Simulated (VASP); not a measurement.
# Cu (P4/nmm) in VASP: single point with PBEsol

Aim: the single point of Cu with PBEsol.

All numbers are computed with VASP 6.6.1; they aren't measurements. Logs are shortened: lines on timing, memory, paths and dates and some standing lists are left out, and cuts for length are marked.

## Step 1: The cell of the first run

It takes space group P4/nmm (No. 129, tetragonal). The conventional cell has a = 2.556 Å, b = 2.556 Å, c = 3.615 Å, α = 90.00°, β = 90.00°, γ = 90.00°. Cu (site symmetry 4mm) has 12 Cu at 2.45 to 2.66 Å within 3.2 Å.

## Step 2: Single point, PBEsol (mode 6 (233.0 1/cm) frozen in, largest displacement +0.075 Å)

File INCAR:

```
  ALGO = Fast
  EDIFF = 1E-6
  ENCUT = 520
  GGA = PS
  ISIF = 2
  ISMEAR = 0
  LASPH = True
  LCHARG = False
  LREAL = False
  LWAVE = False
  NBANDS = 18
  NELM = 60
  PREC = Accurate
  SIGMA = 0.15
```

File KPOINTS:

```
k-points
0
Gamma
  18 18 14
```

File POSCAR:

```
Cu
1.0
    0.0000000000     -1.8075000000     -1.8075000000
    0.0000000000      1.8075000000     -1.8075000000
    3.6150000000      0.0000000000      0.0000000000
Cu
2
Direct
    0.5000000000      0.5000000000      0.5207468880
    0.0000000000      0.0000000000     -0.0207468880
```

Potentials or basis: VASP PAW PBE potentials, release 64 (Cu).

Launch:

```
> cat potpaw_PBE.64/Cu/POTCAR > POTCAR
> mpirun -np 1 vasp_std > vasp.out
```

OUTCAR:

```text
EDIFF = 1E-6
   ENCUT = 520
   GGA = PS
   ISIF = 2
   ISMEAR = 0
   LASPH = True
   LREAL = False
   NELM = 60
   PREC = Accurate

 ion  position               nearest neighbor table
   1  0.500  0.500  0.521-   2 2.45   2 2.45   2 2.45   2 2.45   2 2.66   2 2.66   2 2.66   2 2.66

   2  0.000  0.000  0.979-   1 2.45   1 2.45   1 2.45   1 2.45   1 2.66   1 2.66   1 2.66   1 2.66

  LATTYP: Found a simple tetragonal cell.
 ALAT       =     2.5561910140
 C/A-ratio  =     1.4142135624

  Lattice vectors:

 A1 = (   0.0000000000,  -1.8075000000,  -1.8075000000)
 A2 = (   0.0000000000,   1.8075000000,  -1.8075000000)
 A3 = (   3.6150000000,   0.0000000000,   0.0000000000)

Analysis of symmetry for initial positions (statically):
=====================================================================
 Subroutine PRICEL returns:
 Original cell was already a primitive cell.

 Routine SETGRP: Setting up the symmetry group for a
 simple tetragonal supercell.

 Subroutine GETGRP returns: Found 16 space group operations
 (whereof  8 operations were pure point group operations)
 out of a pool of 16 trial point group operations.

The static configuration has the point symmetry C_4v.
 The point group associated with its full space group is D_4h.

Analysis of symmetry for dynamics (positions and initial velocities):
=====================================================================
 Subroutine PRICEL returns:
 Original cell was already a primitive cell.

 Routine SETGRP: Setting up the symmetry group for a
 simple tetragonal supercell.

 Subroutine GETGRP returns: Found 16 space group operations
 (whereof  8 operations were pure point group operations)
 out of a pool of 16 trial point group operations.

The dynamic configuration has the point symmetry C_4v.
 The point group associated with its full space group is D_4h.

 Subroutine INISYM returns: Found 16 space group operations
 (whereof  8 operations are pure point group operations),
 and found     1 'primitive' translations

----------------------------------------------------------------------------------------

                                     Primitive cell

  volume of cell :      23.6208

  direct lattice vectors                    reciprocal lattice vectors
     0.000000000 -1.807500000 -1.807500000     0.000000000 -0.276625173 -0.276625173
     0.000000000  1.807500000 -1.807500000     0.000000000  0.276625173 -0.276625173
     3.615000000  0.000000000  0.000000000     0.276625173  0.000000000  0.000000000

  length of vectors
     2.556191014  2.556191014  3.615000000     0.391207071  0.391207071  0.276625173

  position of ions in fractional coordinates (direct lattice)
     0.500000000  0.500000000  0.520746888
     0.000000000  0.000000000  0.979253112

  ion indices of the primitive-cell ions
   primitive index   ion index
                 1           1
                 2           2

----------------------------------------------------------------------------------------

 KPOINTS: k-points

Automatic generation of k-mesh.
 Grid dimensions read from file:
 generate k-points for:   18   18   14

 Generating k-lattice:

  Cartesian coordinates                     Fractional coordinates (reciprocal lattice)
     0.000000000 -0.015368065 -0.015368065     0.055555556  0.000000000  0.000000000
     0.000000000  0.015368065 -0.015368065     0.000000000  0.055555556  0.000000000
     0.019758941  0.000000000  0.000000000     0.000000000  0.000000000  0.071428571

  Length of vectors
     0.021733726  0.021733726  0.019758941

  Shift w.r.t. Gamma in fractional coordinates (k-lattice)
     0.000000000  0.000000000  0.000000000

 Subroutine IBZKPT returns following result:
 ===========================================

 Found    440 irreducible k-points:

 Following reciprocal coordinates:
            Coordinates               Weight
  0.000000  0.000000  0.000000      1.000000
  0.055556  0.000000  0.000000      4.000000
  0.111111  0.000000  0.000000      4.000000
  0.166667  0.000000  0.000000      4.000000
  0.222222  0.000000  0.000000      4.000000
  0.277778  0.000000  0.000000      4.000000
[... 16 lines left out ...]
  0.277778  0.111111  0.000000      8.000000
  0.333333  0.111111  0.000000      8.000000
 [... further k-points ...]
   k-points           NKPTS =    440   k-points in BZ     NKDIM =    440   number of bands    NBANDS=     18
   number of dos      NEDOS =    301   number of ions     NIONS =      2
   total plane-waves  NPLWV =  11200
   dimension x,y,z NGX =    20 NGY =   20 NGZ =   28
   dimension x,y,z NGXF=    40 NGYF=   40 NGZF=   56
   ions per type =               2
   NGX,Y,Z   is equivalent  to a cutoff of  13.01, 13.01, 12.88 a.u.
   NGXF,Y,Z  is equivalent  to a cutoff of  26.01, 26.01, 25.75 a.u.
 SYSTEM =  unknown system
   PREC   = accura    normal or accurate (medium, high low for compatibility)
   ISTART =      0    job   : 0-new  1-cont  2-samecut
   ICHARG =      2    charge: 1-file 2-atom 10-const
   ISPIN  =      1    spin polarized calculation?
   LNONCOLLINEAR =      F non collinear calculations
   LSORBIT =      F    spin-orbit coupling
   LASPH  =      T    aspherical Exc in radial PAW
   ENCUT  =  520.0 eV  38.22 Ry    6.18 a.u.   4.75  4.75  6.72*2*pi/ulx,y,z
   NELM   =     60;   NELMIN=  2; NELMDL= -5     # of ELM steps
   EDIFF  = 0.1E-05   stopping-criterion for ELM
   LREAL  =      F    real-space projection
   EDIFFG = 0.1E-04   stopping-criterion for IOM
   NSW    =      0    number of steps for IOM
   IBRION =     -1    ionic relax: 0-MD 1-quasi-New 2-CG
   NFREE  =      0    steps in history (QN), initial steepest desc. (CG)
   ISIF   =      2    stress and relaxation
   ISYM   =      2    0-nonsym 1-usesym 2-fastsym
   POTIM  = 0.5000    time-step for ionic-motion
   TEBEG  =    0.0;   TEEND  =   0.0 temperature during run
   PSTRESS=    0.0 pullay stress
   NELECT =      22.0000    total number of electrons
   NUPDOWN=      -1.0000    fix difference up-down
   EMIN   =  10.00;   EMAX   =-10.00  energy-range for DOS
   EFERMI =   0.00;   METHOD = LEGACY
   ISMEAR =     0;   SIGMA  =   0.15  broadening in eV -4-tet -1-fermi 0-gaus
   EFERMI_NEDOS =   21; number of points for ismear=-14 and -15
   IALGO  =     68    algorithm
   IMIX   =      4    mixing-type and parameters
     AMIX     =   0.40;   BMIX     =  1.00
     AMIX_MAG =   1.60;   BMIX_MAG =  1.00
  volume/ion in A,a.u.               =      11.81        79.70
  Fermi-wavevector in a.u.,A,eV,Ry     =   1.598763  3.021224 34.777078  2.556043
  Thomas-Fermi vector in A             =   2.696162
   LORBIT       =      0    0 simple, 1 ext, 2 COOP (PROOUT), +10 PAW based schemes
   GGA     = PS    functional components
   LHFCALC =     F    Hartree Fock is set to
   AEXX    =    0.0000 exact exchange contribution
   IVDW    =     0    specifies the selected vdW correction
   LEPSILON=     F    determine dielectric tensor
   LRPA    =     F    only Hartree local field effects (RPA)
 non-spin polarized calculation
 RMM-DIIS sequential band-by-band and
 Gauss-broadening in eV      SIGMA  =   0.15
  energy-cutoff  :      520.00
  volume of cell :       23.62
 maximum number of plane-waves:       664
 NGX is ok and might be reduce to    20
   NGX =  9   NGY =  9   NGZ = 13

 number of electron      21.9999954 magnetization

 Free energy of the ion-electron system (eV)
  ---------------------------------------------------
  ext. energy  EPLUGINS =         0.00000000
  ---------------------------------------------------
  free energy    TOTEN  =        -8.53227410 eV

  energy without entropy =       -8.52568066  energy(sigma->0) =       -8.52897738

 E-fermi :   7.4114     XC(G=0): -12.8971

 val. band max:        7.4048018631   @ k =   0.1111   0.0000   0.2143
 cond. band min:       7.4150160770   @ k =   0.5000   0.1667   0.1429
 fundamental gap:      0.0102142139
 Fermi energy:         7.4113622334

 k-point     1 :       0.0000    0.0000    0.0000
  band No.  band energies     occupation
      1      -1.9953      2.00000
      2       2.4884      2.00000
      3       2.9202      2.00000
      4       4.3495      2.00000
      5       4.3495      2.00000
      6       4.3964      2.00000
[... 10 lines left out ...]
     17      27.6124      0.00000
     18      30.0572      0.00000

 k-point     2 :       0.0556    0.0000    0.0000
  band No.  band energies     occupation
      1      -1.9202      2.00000
      2       2.5235      2.00000
      3       2.9406      2.00000
      4       4.3333      2.00000
      5       4.3614      2.00000
      6       4.4128      2.00000
[... 10 lines left out ...]
     17      28.1397      0.00000
     18      29.7093      0.00000

 k-point     3 :       0.1111    0.0000    0.0000
  band No.  band energies     occupation
      1      -1.6965      2.00000
      2       2.6242      2.00000
      3       3.0000      2.00000
      4       4.2872      2.00000
      5       4.3963      2.00000
      6       4.4552      2.00000
[... 10 lines left out ...]
     17      28.4389      0.00000
     18      29.5949      0.00000

 k-point     4 :       0.1667    0.0000    0.0000
  band No.  band energies     occupation
      1      -1.3291      2.00000
      2       2.7764      2.00000
      3       3.0931      2.00000
      4       4.2192      2.00000
      5       4.4517      2.00000
      6       4.4975      2.00000
[... 375 lines left out ...]
      4       4.0247      2.00000
      5       4.4064      2.00000
      6       4.6202      2.00000
[... 10 lines left out ...]
     17      25.8491      0.00000
     18      29.7366      0.00000

 k-point    23 :       0.2778    0.1111    0.0000
  band No.  band energies     occupation
      1       0.0607      2.00000
      2       3.2230      2.00000
      3       3.3948      2.00000
      4       3.9543      2.00000
      5       4.1726      2.00000
      6       4.6728      2.00000
[... 10 lines left out ...]
     17      24.1143      0.00000
     18      29.5807      0.00000

 k-point    24 :       0.3333    0.1111    0.0000
  band No.  band energies     occupation
      1       0.7522      2.00000
      2       3.3682      2.00000
      3       3.4434      2.00000
      4       3.9123      2.00000
      5       3.9659      2.00000
      6       4.5569      2.00000
[... 10 lines left out ...]
     17      22.4942      0.00000
     18      28.2191      0.00000

 [... further k-points ...]

------------------------ aborting loop because EDIFF is reached ----------------------------------------

  FORCE on cell =-STRESS in cart. coord.  units (eV):
  Direction    XX          YY          ZZ          XY          YZ          ZX
  --------------------------------------------------------------------------------------
  -------------------------------------------------------------------------------------
  Total       -0.5990242     -0.5344986     -0.5344986     -0.0000000      0.0000000      0.0000000
  in kB      -40.6312373    -36.2545249    -36.2545249     -0.0000000      0.0000000      0.0000000
  external PRESSURE =     -37.7134290 kB  Pullay stress =       0.0000000 kB

 VOLUME and BASIS-vectors are now :
 -----------------------------------------------------------------------------
  energy-cutoff  :      520.00
  volume of cell :       23.62
      direct lattice vectors                 reciprocal lattice vectors
     0.000000000 -1.807500000 -1.807500000     0.000000000 -0.276625173 -0.276625173
     0.000000000  1.807500000 -1.807500000     0.000000000  0.276625173 -0.276625173
     3.615000000  0.000000000  0.000000000     0.276625173  0.000000000  0.000000000

 POSITION                                       TOTAL-FORCE (eV/Angst)
 -----------------------------------------------------------------------------------
      1.88250      0.00000     -1.80750        -0.973330      0.000000      0.000000
      3.54000      0.00000      0.00000         0.973330      0.000000      0.000000
 -----------------------------------------------------------------------------------
    total drift:                               -0.000000      0.000000      0.000000

  FREE ENERGIE OF THE ION-ELECTRON SYSTEM (eV)
  ---------------------------------------------------
  free  energy   TOTEN  =        -8.5322740959 eV

  energy  without entropy=       -8.5256806563  energy(sigma->0) =       -8.52897738
```

Run time: 72 s. Hardware: 1 thread of Intel Xeon 6975P-C (Granite Rapids), shared host; peak memory 0.25 GiB.

Results:

```
Free energy            : -8.5323 eV
Pressure               : -3.8 GPa
Largest force          : 0.973 eV/Å
Band gap on the k mesh : zero (band 11 reaches 13.06 eV, above the bottom of band 12 at 5.60 eV)
```

Forces in eV/Å, atoms in the order of the input:
```
Cu  -0.973  0.000  0.000
Cu   0.973  0.000  0.000
```

Stress tensor (GPa, compression positive):
```
-4.06  0.00  0.00
 0.00 -3.63  0.00
 0.00  0.00 -3.63
```

Levels at points of the mesh, in eV from the Fermi level:
```csv
k point,band 8,band 9,band 10,band 11,band 12,band 13,band 14,band 15
"(0.00, 0.00, 0.00)",-2.24,-1.64,-1.50,-1.50,1.57,6.98,13.02,13.02
"(0.50, 0.00, 0.00)",-2.68,-2.09,-2.09,-0.33,-0.33,9.36,9.36,11.21
"(0.50, 0.50, 0.00)",-1.52,-1.51,-1.51,1.45,1.45,7.10,7.10,13.10
"(0.00, 0.00, 0.50)",-2.34,-2.21,-2.21,-2.08,-1.81,16.61,16.61,17.49
"(0.50, 0.00, 0.50)",-1.71,-1.62,-1.62,-1.00,-1.00,3.72,3.72,21.12
"(0.50, 0.50, 0.50)",-2.22,-1.51,-1.51,5.65,5.65,6.71,6.71,8.22
```

Caveat: the cell differs from its parent crystal (mode 6 (233.0 1/cm) frozen in, largest displacement +0.075 Å); the PAW data sets were made with another functional, which shifts forces and pressure a little.
